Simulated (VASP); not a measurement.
# Si8S in VASP: single point with PBE

Aim: the single point of Si8S with PBE.

All numbers are computed with VASP 6.6.1; they aren't measurements. Logs are shortened: lines on timing, memory, paths and dates and some standing lists are left out, and cuts for length are marked.

## (1) The cell of the first run

The cell holds a slab with vacuum, 9 atoms: a = 3.851 Å, b = 3.851 Å, c = 25.746 Å, α = 90.00°, β = 90.00°, γ = 120.00°.

## (2) Single point, PBE, collinear spin

Input file INCAR:

```
SYSTEM = Si8S
ALGO = Normal
DIPOL = 0.5 0.5 0.385
EDIFF = 1E-7
ENCUT = 520
GGA = PE
IDIPOL = 3
ISIF = 2
ISMEAR = 0
ISPIN = 2
LASPH = .TRUE.
LCHARG = .TRUE.
LDIPOL = .TRUE.
LELF = .TRUE.
LORBIT = 11
LREAL = .FALSE.
LVACPOTAV = .TRUE.
LVHAR = .TRUE.
LWAVE = .FALSE.
MAGMOM = 0 0 0 0 0 0 0 0 2
NBANDS = 33
NELM = 150
PREC = Accurate
SIGMA = 0.05
```

Input file KPOINTS:

```
k-points
0
G
  9 9 1
  0 0 0
```

Input file POSCAR:

```
Si8S
1.0
    3.8510821778      0.0000000000      0.0000000000
   -1.9255410889      3.3351349981      0.0000000000
    0.0000000000      0.0000000000     25.7458743948
Si S
8 1
Direct
    0.6666666667      0.3333333333      0.1553646980
    0.3333333333      0.6666666667      0.1864797875
    0.3333333333      0.6666666667      0.2789705447
    0.6666666667      0.3333333333      0.3100856343
    0.6666666667      0.3333333333      0.4023777094
    0.3333333333      0.6666666667      0.4328816174
    0.3333333333      0.6666666667      0.5270845181
    0.6666666667      0.3333333333      0.5533264933
    1.3333333333      0.6666666667      0.6183501720
```

Potentials or basis: VASP PAW PBE potentials, release 64 (Si, S).

On the command line:

```console
$ cat potpaw_PBE.64/Si/POTCAR potpaw_PBE.64/S/POTCAR > POTCAR
$ mpirun -np 1 vasp_std > vasp.out
```

OUTCAR:

```text
SYSTEM = Si8S
   EDIFF = 1E-7
   ENCUT = 520
   GGA = PE
   ISIF = 2
   ISMEAR = 0
   ISPIN = 2
   LASPH = .TRUE.
   LORBIT = 11
   LREAL = .FALSE.
   NELM = 150
   PREC = Accurate

 ion  position               nearest neighbor table
   1  0.667  0.333  0.155-   2 2.36   2 2.36   2 2.36
   2  0.333  0.667  0.186-   1 2.36   1 2.36   1 2.36   3 2.38
   3  0.333  0.667  0.279-   4 2.36   4 2.36   4 2.36   2 2.38
   4  0.667  0.333  0.310-   3 2.36   3 2.36   3 2.36   5 2.38
   5  0.667  0.333  0.402-   6 2.36   6 2.36   6 2.36   4 2.38
   6  0.333  0.667  0.433-   5 2.36   5 2.36   5 2.36   7 2.43
   7  0.333  0.667  0.527-   8 2.32   8 2.32   8 2.32   9 2.35   6 2.43
   8  0.667  0.333  0.553-   7 2.32   7 2.32   7 2.32   9 2.78   9 2.78   9 2.78
   9  0.333  0.667  0.618-   7 2.35   8 2.78   8 2.78   8 2.78

  LATTYP: Found a hexagonal cell.
 ALAT       =     3.8510821778
 C/A-ratio  =     6.6853609469

  Lattice vectors:

 A1 = (   3.8510821778,   0.0000000000,   0.0000000000)
 A2 = (  -1.9255410889,   3.3351349981,   0.0000000000)
 A3 = (   0.0000000000,   0.0000000000,  25.7458743948)

Analysis of symmetry for initial positions (statically):
=====================================================================
 Subroutine PRICEL returns:
 Original cell was already a primitive cell.

 Routine SETGRP: Setting up the symmetry group for a
 hexagonal supercell.

 Subroutine GETGRP returns: Found  6 space group operations
 (whereof  6 operations were pure point group operations)
 out of a pool of 24 trial point group operations.

The static configuration has the point symmetry C_3v.

Analysis of symmetry for dynamics (positions and initial velocities):
=====================================================================
 Subroutine PRICEL returns:
 Original cell was already a primitive cell.

 Routine SETGRP: Setting up the symmetry group for a
 hexagonal supercell.

 Subroutine GETGRP returns: Found  6 space group operations
 (whereof  6 operations were pure point group operations)
 out of a pool of 24 trial point group operations.

The dynamic configuration has the point symmetry C_3v.

Analysis of structural, dynamic, and magnetic symmetry:
=====================================================================
 Subroutine PRICEL returns:
 Original cell was already a primitive cell.

 Routine SETGRP: Setting up the symmetry group for a
 hexagonal supercell.

 Subroutine GETGRP returns: Found  6 space group operations
 (whereof  6 operations were pure point group operations)
 out of a pool of 24 trial point group operations.

The overall configuration has the point symmetry C_3v.

 Subroutine INISYM returns: Found  6 space group operations
 (whereof  6 operations are pure point group operations),
 and found     1 'primitive' translations

----------------------------------------------------------------------------------------

                                     Primitive cell

  volume of cell :     330.6769

  direct lattice vectors                    reciprocal lattice vectors
     3.851082178  0.000000000  0.000000000     0.259667271  0.149918969  0.000000000
    -1.925541089  3.335134998  0.000000000     0.000000000  0.299837938  0.000000000
     0.000000000  0.000000000 25.745874395     0.000000000  0.000000000  0.038841174

  length of vectors
     3.851082178  3.851082178 25.745874395     0.299837938  0.299837938  0.038841174

  position of ions in fractional coordinates (direct lattice)
     0.666666667  0.333333333  0.155364698
     0.333333333  0.666666667  0.186479787
     0.333333333  0.666666667  0.278970545
     0.666666667  0.333333333  0.310085634
     0.666666667  0.333333333  0.402377709
     0.333333333  0.666666667  0.432881617
     0.333333333  0.666666667  0.527084518
     0.666666667  0.333333333  0.553326493
     0.333333333  0.666666667  0.618350172

  ion indices of the primitive-cell ions
   primitive index   ion index
                 1           1
                 2           2
                 3           3
                 4           4
                 5           5
                 6           6
                 7           7
                 8           8
                 9           9

----------------------------------------------------------------------------------------

 KPOINTS: k-points

Automatic generation of k-mesh.
 Grid dimensions read from file:
 generate k-points for:    9    9    1

 Generating k-lattice:

  Cartesian coordinates                     Fractional coordinates (reciprocal lattice)
     0.028851919  0.016657663  0.000000000     0.111111111 -0.000000000  0.000000000
     0.000000000  0.033315326  0.000000000     0.000000000  0.111111111  0.000000000
     0.000000000  0.000000000  0.038841174     0.000000000  0.000000000  1.000000000

  Length of vectors
     0.033315326  0.033315326  0.038841174

  Shift w.r.t. Gamma in fractional coordinates (k-lattice)
     0.000000000  0.000000000  0.000000000

 Subroutine IBZKPT returns following result:
 ===========================================

 Found     12 irreducible k-points:

 Following reciprocal coordinates:
            Coordinates               Weight
  0.000000  0.000000  0.000000      1.000000
  0.111111  0.000000  0.000000      6.000000
  0.222222  0.000000  0.000000      6.000000
  0.333333  0.000000  0.000000      6.000000
  0.444444  0.000000  0.000000      6.000000
  0.111111  0.111111  0.000000      6.000000
  0.222222  0.111111  0.000000     12.000000
  0.333333  0.111111  0.000000     12.000000
  0.444444  0.111111  0.000000      6.000000
  0.222222  0.222222  0.000000      6.000000
  0.333333  0.222222  0.000000     12.000000
  0.333333  0.333333  0.000000      2.000000
   k-points           NKPTS =     12   k-points in BZ     NKDIM =     12   number of bands    NBANDS=     33
   number of dos      NEDOS =    301   number of ions     NIONS =      9
   total plane-waves  NPLWV = 172800
   dimension x,y,z NGX =    30 NGY =   30 NGZ =  192
   dimension x,y,z NGXF=    60 NGYF=   60 NGZF=  384
   ions per type =               8   1
   NGX,Y,Z   is equivalent  to a cutoff of  12.95, 12.95, 12.40 a.u.
   NGXF,Y,Z  is equivalent  to a cutoff of  25.90, 25.90, 24.80 a.u.
 SYSTEM =  Si8S
   PREC   = accura    normal or accurate (medium, high low for compatibility)
   ISTART =      0    job   : 0-new  1-cont  2-samecut
   ICHARG =      2    charge: 1-file 2-atom 10-const
   ISPIN  =      2    spin polarized calculation?
   LNONCOLLINEAR =      F non collinear calculations
   LSORBIT =      F    spin-orbit coupling
   LASPH  =      T    aspherical Exc in radial PAW
   ENCUT  =  520.0 eV  38.22 Ry    6.18 a.u.   7.16  7.16 47.87*2*pi/ulx,y,z
   NELM   =    150;   NELMIN=  2; NELMDL= -5     # of ELM steps
   EDIFF  = 0.1E-06   stopping-criterion for ELM
   LREAL  =      F    real-space projection
   EDIFFG = 0.1E-05   stopping-criterion for IOM
   NSW    =      0    number of steps for IOM
   IBRION =     -1    ionic relax: 0-MD 1-quasi-New 2-CG
   NFREE  =      0    steps in history (QN), initial steepest desc. (CG)
   ISIF   =      2    stress and relaxation
   ISYM   =      2    0-nonsym 1-usesym 2-fastsym
   POTIM  = 0.5000    time-step for ionic-motion
   TEBEG  =    0.0;   TEEND  =   0.0 temperature during run
   PSTRESS=    0.0 pullay stress
   NELECT =      38.0000    total number of electrons
   NUPDOWN=      -1.0000    fix difference up-down
   EMIN   =  10.00;   EMAX   =-10.00  energy-range for DOS
   EFERMI =   0.00;   METHOD = LEGACY
   ISMEAR =     0;   SIGMA  =   0.05  broadening in eV -4-tet -1-fermi 0-gaus
   EFERMI_NEDOS =   21; number of points for ismear=-14 and -15
   IALGO  =     38    algorithm
   IMIX   =      4    mixing-type and parameters
     AMIX     =   0.40;   BMIX     =  1.00
     AMIX_MAG =   1.60;   BMIX_MAG =  1.00
  volume/ion in A,a.u.               =      36.74       247.95
  Fermi-wavevector in a.u.,A,eV,Ry     =   0.795918  1.504066  8.619083  0.633485
  Thomas-Fermi vector in A             =   1.902339
   LORBIT       =     11    0 simple, 1 ext, 2 COOP (PROOUT), +10 PAW based schemes
   GGA     = PE    functional components
   LHFCALC =     F    Hartree Fock is set to
   AEXX    =    0.0000 exact exchange contribution
   IVDW    =     0    specifies the selected vdW correction
   LEPSILON=     F    determine dielectric tensor
   LRPA    =     F    only Hartree local field effects (RPA)
 spin polarized calculation
 Gauss-broadening in eV      SIGMA  =   0.05
  energy-cutoff  :      520.00
  volume of cell :      330.68
 maximum number of plane-waves:      8938
 NGX is ok and might be reduce to    30
   NGX = 15   NGY = 15   NGZ = 95

 dipolmoment           0.000000      0.000000     -0.003781 electrons x Angstroem

 number of electron      38.0000002 magnetization       0.0720535

 number of electron      38.0000002 magnetization      -0.4287924

 dipolmoment           0.000000      0.000000      0.075014 electrons x Angstroem

 Free energy of the ion-electron system (eV)
  ---------------------------------------------------
  ext. energy  EPLUGINS =         0.00000000
  ---------------------------------------------------
  free energy    TOTEN  =       -44.24409722 eV

  energy without entropy =      -44.23685665  energy(sigma->0) =      -44.24047694

 E-fermi :   0.7219     XC(G=0):  -5.7054

 val. band max:        0.7206052319   @ k =   0.2222   0.1111   0.0000
 cond. band min:       0.7662087735   @ k =   0.3333   0.3333   0.0000
 fundamental gap:      0.0456035416
 Fermi energy:         0.7218609253

 spin component 1

 k-point     1 :       0.0000    0.0000    0.0000
  band No.  band energies     occupation
      1     -12.9627      1.00000
      2     -10.9651      1.00000
      3     -10.3032      1.00000
      4      -9.4611      1.00000
      5      -8.9028      1.00000
      6      -5.4626      1.00000
[... 397 lines left out ...]
     30       6.6349      0.00000
     31       6.6426      0.00000
 Fermi energy:         0.7218609253

 spin component 2

 k-point     1 :       0.0000    0.0000    0.0000
  band No.  band energies     occupation
      1     -12.8400      1.00000
      2     -10.9975      1.00000
      3     -10.3660      1.00000
      4      -9.5299      1.00000
      5      -8.8562      1.00000
      6      -5.5278      1.00000
[... 397 lines left out ...]
     30       6.5647      0.00000
     31       6.6281      0.00000
 [bands above 31 left out]

------------------------ aborting loop because EDIFF is reached ----------------------------------------

  FORCE on cell =-STRESS in cart. coord.  units (eV):
  Direction    XX          YY          ZZ          XY          YZ          ZX
  --------------------------------------------------------------------------------------
  -------------------------------------------------------------------------------------
  Total       -0.3836066     -0.3836066      0.5609055      0.0000000      0.0000000      0.0000000
  in kB       -1.8586292     -1.8586292      2.7176682      0.0000000      0.0000000      0.0000000
  external PRESSURE =      -0.3331967 kB  Pullay stress =       0.0000000 kB

 VOLUME and BASIS-vectors are now :
 -----------------------------------------------------------------------------
  energy-cutoff  :      520.00
  volume of cell :      330.68
      direct lattice vectors                 reciprocal lattice vectors
     3.851082178  0.000000000  0.000000000     0.259667271  0.149918969  0.000000000
    -1.925541089  3.335134998  0.000000000     0.000000000  0.299837938  0.000000000
     0.000000000  0.000000000 25.745874395     0.000000000  0.000000000  0.038841174

 POSITION                                       TOTAL-FORCE (eV/Angst)
 -----------------------------------------------------------------------------------
      1.92554      1.11171      4.00000        -0.000000      0.000000      0.492458
     -0.00000      2.22342      4.80109        -0.000000      0.000000     -0.618742
     -0.00000      2.22342      7.18234        -0.000000      0.000000      0.206450
      1.92554      1.11171      7.98343        -0.000000      0.000000     -0.175371
      1.92554      1.11171     10.35957         0.000000      0.000000     -0.000933
     -0.00000      2.22342     11.14492         0.000000     -0.000000      0.018570
     -0.00000      2.22342     13.57025         0.000000     -0.000000     -0.316784
      1.92554      1.11171     14.24587         0.000000     -0.000000      0.403578
     -0.00000      2.22342     15.91997        -0.000000      0.000000     -0.009228
 -----------------------------------------------------------------------------------
    total drift:                                0.000000     -0.000000     -0.000169

  FREE ENERGIE OF THE ION-ELECTRON SYSTEM (eV)
  ---------------------------------------------------
  free  energy   TOTEN  =       -44.2440972229 eV

  energy  without entropy=      -44.2368566521  energy(sigma->0) =      -44.24047694

 vacuum level on the upper side and lower side of the slab         6.484         5.428

 total charge

# of ion       s       p       d       tot
------------------------------------------
    1        0.795   0.845   0.000   1.640
    2        0.756   0.911   0.000   1.667
    3        0.760   0.912   0.000   1.671
    4        0.757   0.920   0.000   1.677
    5        0.759   0.920   0.000   1.679
    6        0.772   0.902   0.000   1.674
    7        0.746   0.893   0.000   1.639
    8        0.787   0.795   0.000   1.582
    9        1.387   2.227   0.000   3.614
--------------------------------------------------
tot          7.517   9.324   0.000  16.842

 magnetization (x)

# of ion       s       p       d       tot
------------------------------------------
    1       -0.033  -0.164   0.000  -0.197
    2       -0.003  -0.013   0.000  -0.016
    3       -0.008  -0.032   0.000  -0.040
    4       -0.002  -0.006   0.000  -0.008
    5       -0.000  -0.002   0.000  -0.002
    6        0.007   0.021   0.000   0.028
    7        0.004   0.014   0.000   0.018
    8       -0.004   0.021   0.000   0.017
    9        0.004   0.117   0.000   0.122
--------------------------------------------------
tot         -0.035  -0.043   0.000  -0.078
```

Wall time 7.3 min (1 thread of Intel Xeon Platinum 8559C (Emerald Rapids), shared host); peak memory 0.67 GiB.

What came out:

```
Free energy                                           : -44.2441 eV
Largest force                                         : 0.619 eV/Å
Net moment                                            : -0.43 μB per cell
Site moments                                          : Si -0.20, -0.02, -0.04, -0.01, -0.00, +0.03, +0.02 (each value once); S +0.12 μB
Valence electrons inside the program's atomic spheres : Si 1.64, 1.67, 1.68, 1.58 (each value once); S 3.61
```

Forces in eV/Å, atoms in the order of the input:
```
Si   0.000  0.000  0.492
Si   0.000  0.000 -0.619
Si   0.000  0.000  0.206
Si   0.000  0.000 -0.175
Si   0.000  0.000 -0.001
Si   0.000  0.000  0.019
Si   0.000  0.000 -0.317
Si   0.000  0.000  0.404
S    0.000  0.000 -0.009
```

Caveat: a moment this small can come from the mesh or the smearing.
